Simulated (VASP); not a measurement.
# Ti: single point with r2SCAN

Ti:

```
Ti
1.0
     4.68222    0.00000    0.00000
    -2.34111    4.05492    0.00000
     0.00000    0.00000    2.82456
Ti
3
Direct
  0.00000 0.00000 0.00000
  0.33333 0.66667 0.50000
  0.66667 0.33333 0.50000
```

This cell differs from its parent crystal: strain +0.025 along x and y, +0.000 along z.

* Program: VASP 6.6.1
* Task: single point
* Functional: r2SCAN
* Potentials or basis: VASP PAW PBE potentials, release 64 (Ti_sv)
* Cutoff: 520 eV
* k mesh: 12 × 12 × 16
* Occupations: gaussian, width 0.15 eV
* Spin: no spin polarisation

The pressure is -4.9 GPa and the band gap on the k mesh is zero (bands 18 and 19 overlap by 0.23 eV).

Stress tensor (GPa, compression positive):
```
-6.39  0.00  0.00
 0.00 -6.39  0.00
 0.00  0.00 -1.86
```

Levels at points of the mesh, in eV from the Fermi level:
```tsv
k point	band 14	band 15	band 16	band 17	band 18	band 19	band 20	band 21	band 22	band 23
(0.00, 0.00, 0.00)	-1.84	-0.78	-0.78	-0.76	-0.76	-0.10	0.68	1.39	1.39	2.04
(0.50, 0.00, 0.00)	-3.85	-2.61	-0.34	-0.33	-0.33	0.10	0.52	0.71	1.35	2.13
(0.00, 0.00, 0.50)	-2.00	-2.00	-1.81	-1.62	-1.62	1.05	1.05	1.38	1.38	3.02
(0.50, 0.00, 0.50)	-2.12	-1.68	-1.15	-0.77	-0.56	0.48	0.88	0.97	1.14	2.28
```

Wall time 12 min on 1 thread of Oxide Virtual Turin-like Processor, on a shared host, peak memory 0.27 GiB.

Caveat: the cell differs from its parent crystal (strain +0.025 along x and y, +0.000 along z); the cell stands under tension; the PAW data sets were made with another functional, which shifts forces and pressure a little.
